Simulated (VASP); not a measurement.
**Ca: single point with PBE**

The system is Ca.

```xyz
1
Lattice="0.0000 2.8490 2.8490 2.8490 0.0000 2.8490 2.8490 2.8490 0.0000" Properties=species:S:1:pos:R:3 pbc="T T T"
Ca    0.0000    0.0000    0.0000
```

This cell differs from its parent crystal: volume scaled by 1.06.

```yaml
Program: VASP 6.6.1
Task: single point
Functional: PBE
Potentials_or_basis: VASP PAW PBE potentials, release 64 (Ca_sv)
Cutoff: 520 eV
k_mesh: 11 × 11 × 11
Occupations: fermi-dirac, width 0.05 eV
Spin: no spin polarisation
```

The pressure is -1.4 GPa and the band gap on the k mesh is zero (band 5 reaches 1.80 eV, above the bottom of band 6 at 1.44 eV).

Levels at points of the mesh, in eV from the Fermi level:
| k point | band 1 | band 2 | band 3 | band 4 | band 5 | band 6 | band 7 | band 8 | band 9 | band 10 |
| --- | --- | --- | --- | --- | --- | --- | --- | --- | --- | --- |
| (0.00, 0.00, 0.00) | -42.23 | -23.16 | -23.16 | -23.16 | -3.86 | 2.21 | 2.21 | 2.21 | 3.17 | 3.17 |

Wall time 29 s on 1 thread of Intel Xeon 6975P-C, on a shared host, peak memory 0.18 GiB.
